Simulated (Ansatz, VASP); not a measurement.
## BiAu: VASP beside Ansatz

```
Au Bi
1.0
     0.00000    2.97245    2.97245
     2.97245    0.00000    2.97245
     2.97245    2.97245    0.00000
Au Bi
1 1
Direct
  0.00000 0.00000 0.00000
  0.50000 0.50000 0.50000
```

Alike in both runs: task electric field gradients; functional PBE; k mesh 12 × 12 × 12; occupations fermi-dirac, width 0.03 eV; no spin polarisation.

|  | VASP | Ansatz |
| --- | --- | --- |
| version | VASP 6.6.1 | Ansatz 0.2.0 |
| potentials or method | VASP PAW PBE potentials, release 64 (Au, Bi_d) | PAW with Ansatz's default frozen-core files, scalar-relativistic |
| plane-wave cutoff (eV) | 400 | 420 |
| valence electrons in the cell | 26 | 34 |

|  | VASP | Ansatz | Ansatz less VASP |
| --- | --- | --- | --- |
| pressure (GPa) | -0.1 | 0.0 | +0.11 |

VASP's potentials hold 26 valence electrons a cell and Ansatz's 34, so a difference there can come from the potentials and not from the codes.

Neither program's run includes spin-orbit coupling.
